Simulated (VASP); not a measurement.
Wanted: the native input for a VASP 6.6.1 run.

* Task: single point
* Functional: PBEsol
* Potentials or basis: VASP PAW PBE potentials, release 64 (Hg, Te)
* Cutoff: 520 eV
* k mesh: 7 × 7 × 7
* Occupations: fermi-dirac, width 0.05 eV
* Spin: no spin polarisation
* Dipole correction: no
* Further INCAR settings: ALGO = Normal; EDIFF = 1e-07; NBANDS = 16

The structure of HgTe (Coloradoite) lies in POSCAR:

```
HgTe
1.0
    0.0000000000      3.2471353545      3.1502100000
    3.2471353545      0.0000000000      3.1502100000
    3.2471353545      3.2471353545      0.0000000000
Hg Te
1 1
Direct
    0.0000000000      0.0000000000      0.0000000000
    0.7500000000      0.7500000000      0.7500000000
```

These files were run (other wordings do the same):

INCAR

```
PREC     = Accurate       # precision mode
ENCUT    = 520            # plane-wave cutoff, eV
EDIFF    = 1E-7           # SCF threshold, eV
ISMEAR   = -1             # smearing method
SIGMA    = 0.05           # smearing width, eV
LREAL    = False          # projectors in reciprocal space
LASPH    = True           # aspherical terms in the spheres
NELM     = 60             # most SCF steps
ALGO     = Normal         # electronic algorithm
ISIF     = 2              # what is computed and relaxed
LWAVE    = False          # write WAVECAR
LCHARG   = True           # write CHGCAR
GGA      = PS             # functional
LELF     = True           # ELF
LVHAR    = True         
NBANDS   = 16             # bands
```

KPOINTS

```
regular mesh
0
Gamma
  7 7 7
```

Potentials or basis: VASP PAW PBE potentials, release 64 (Hg, Te).

Command:

```console
$ cat potpaw_PBE.64/Hg/POTCAR potpaw_PBE.64/Te/POTCAR > POTCAR
$ mpirun -np 1 vasp_std > vasp.out
```

Results of the run:

* Pressure: 1.9 GPa
* Band gap on the k mesh: 0.10 eV, direct

Caveat: the PAW data sets were made with another functional, which shifts forces and pressure a little; spin-orbit coupling is left out, which moves the levels of the heavy elements.

Run time: 31 s on 1 thread of AMD EPYC 9R45 96-Core Processor (Zen 5), on a shared host, peak memory 0.19 GiB.
